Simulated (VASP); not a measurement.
Wanted: the native input for a VASP 6.6.1 run.

```yaml
Task: single point
Functional: PBEsol
Potentials_or_basis: VASP PAW PBE potentials, release 64 (Ta_pv)
Cutoff: 520 eV
k_mesh: 17 × 17 × 17
Occupations: fermi-dirac, width 0.08 eV
Spin: no spin polarisation
Dipole_correction: no
Further_INCAR_settings: ALGO = Normal; EDIFF = 1e-06; NBANDS = 12
```

The structure of Ta lies in POSCAR:

```
Ta
1.0
   -1.6175709496      1.6175709496      1.6175709496
    1.6175709496     -1.6175709496      1.6175709496
    1.6175709496      1.6175709496     -1.6175709496
Ta
1
Direct
    0.0000000000      0.0000000000      0.0000000000
```

This cell differs from its parent crystal: volume scaled by 0.94.

The input as run:

INCAR

```
PREC = Accurate ; ENCUT = 520
EDIFF = 1E-6 ; ISMEAR = -1
SIGMA = 0.08 ; LREAL = F
LASPH = T ; NELM = 100
ALGO = Normal ; ISIF = 2
LWAVE = F ; LCHARG = T
GGA = PS ; LELF = T
LVHAR = T ; NBANDS = 12
```

KPOINTS

```
Automatic mesh
0
Gamma
  17 17 17
```

Potentials or basis: VASP PAW PBE potentials, release 64 (Ta_pv).

The run is started by

```console
$ cat potpaw_PBE.64/Ta_pv/POTCAR > POTCAR
$ mpirun -np 1 vasp_std > vasp.out
```

It gave:

| Item | Value |
| --- | --- |
| Pressure | 10.1 GPa |

Caveat: the PAW data sets were made with another functional, which shifts forces and pressure a little.

It took 28 s on 1 thread of Intel Xeon 8259CL, with other jobs on the host, peak memory 0.16 GiB.
